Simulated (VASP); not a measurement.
The system is Ru.

```
Ru
1.0
     0.00000    1.89243    1.89243
     1.89243    0.00000    1.89243
     1.89243    1.89243    0.00000
Ru
1
Direct
  0.00000 0.00000 0.00000
```

```yaml
Program: VASP 6.6.1
Task: relaxation of cell and atoms
Functional: RPBE
Potentials_or_basis: VASP PAW PBE potentials, release 64 (Ru_pv)
Cutoff: 600 eV
k_mesh: 14 × 14 × 14
Occupations: fermi-dirac, width 0.1 eV
Spin: no spin polarisation
```

At the start: pressure 11.3 GPa; volume 13.55 Å³/atom.

Task: Where does the relaxation end?

Result: Over 4 steps the energy falls by 16.8 meV/atom and the volume is 14.05 Å³/atom (+3.7 %); space group Fm-3m (No. 225, to 0.05 Å).

Step by step:
```
step  energy change (eV)  largest force (eV/Å)  pressure (GPa)  volume (Å³)
   1              0.0000                0.0000           11.31        13.55
   2              0.0970                0.0000          -22.38        15.52
   3             -0.0167                0.0000           -0.34        14.07
   4             -0.0168                0.0000           -0.07        14.05
```

Final structure:
```xyz
1
Lattice="0.0000 1.9153 1.9153 1.9153 0.0000 1.9153 1.9153 1.9153 0.0000" Properties=species:S:1:pos:R:3 pbc="T T T"
Ru    0.0000    0.0000    0.0000
```

Caveat: the PAW data sets were made with another functional, which shifts forces and pressure a little.
